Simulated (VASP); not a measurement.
## Si: single point with LDA

Si:

```
Si
1.0
    -2.60849    0.00000    0.00000
    -1.30425   -2.25902    0.00000
    -1.95637   -1.12951    9.88304
Si
4
Direct
  0.56250 0.56250 0.87500
  0.93750 0.93750 0.12500
  0.81250 0.81250 0.37500
  0.68750 0.68750 0.62500
```

This cell differs from its parent crystal: the part above a cut slid along it.

```json
{
  "Program": "VASP 6.6.1",
  "Task": "single point",
  "Functional": "LDA",
  "Potentials or basis": "VASP PAW LDA potentials, release 64 (Si)",
  "Cutoff": "520 eV",
  "k mesh": "26 × 26 × 6",
  "Occupations": "gaussian, width 0.15 eV",
  "Spin": "no spin polarisation"
}
```

| Property | Result |
| --- | --- |
| Pressure | -0.7 GPa |
| Largest force | 0.082 eV/Å |
| Band gap on the k mesh | zero (bands 8 and 9 overlap by 10.35 eV) |

Forces in eV/Å, atoms in the order of the input:
```
Si   0.000  0.000  0.082
Si   0.000  0.000 -0.082
Si   0.000  0.000  0.039
Si   0.000  0.000 -0.039
```

Stress tensor (GPa, compression positive):
```
-0.69 -0.54 -0.07
-0.54 -0.07 -0.04
-0.07 -0.04 -1.27
```

Levels at points of the mesh, in eV from the Fermi level:
| k point | band 6 | band 7 | band 8 | band 9 | band 10 | band 11 |
| --- | --- | --- | --- | --- | --- | --- |
| (0.00, 0.00, 0.00) | -1.24 | -1.13 | 7.67 | 7.75 | 10.62 | 10.63 |
| (0.50, 0.00, 0.00) | -4.95 | -3.56 | -2.73 | -0.62 | 1.19 | 3.54 |
| (0.00, 0.50, 0.00) | -4.95 | -3.56 | -2.73 | -0.62 | 1.19 | 3.54 |
| (0.50, 0.50, 0.00) | -4.35 | -4.05 | -4.02 | 0.89 | 1.06 | 3.24 |
| (0.00, 0.00, 0.50) | -4.87 | 2.99 | 3.20 | 10.40 | 10.71 | 11.08 |
| (0.50, 0.00, 0.50) | -4.95 | -3.56 | -2.73 | -0.62 | 1.19 | 3.54 |
| (0.00, 0.50, 0.50) | -4.95 | -3.56 | -2.73 | -0.62 | 1.19 | 3.54 |
| (0.50, 0.50, 0.50) | -5.49 | -2.99 | -1.99 | -1.96 | 1.49 | 4.04 |

Wall time 31 min on 1 thread of Oxide Virtual Turin-like Processor, on a shared host, peak memory 1.2 GiB.

Caveat: the cell differs from its parent crystal (the part above a cut slid along it).
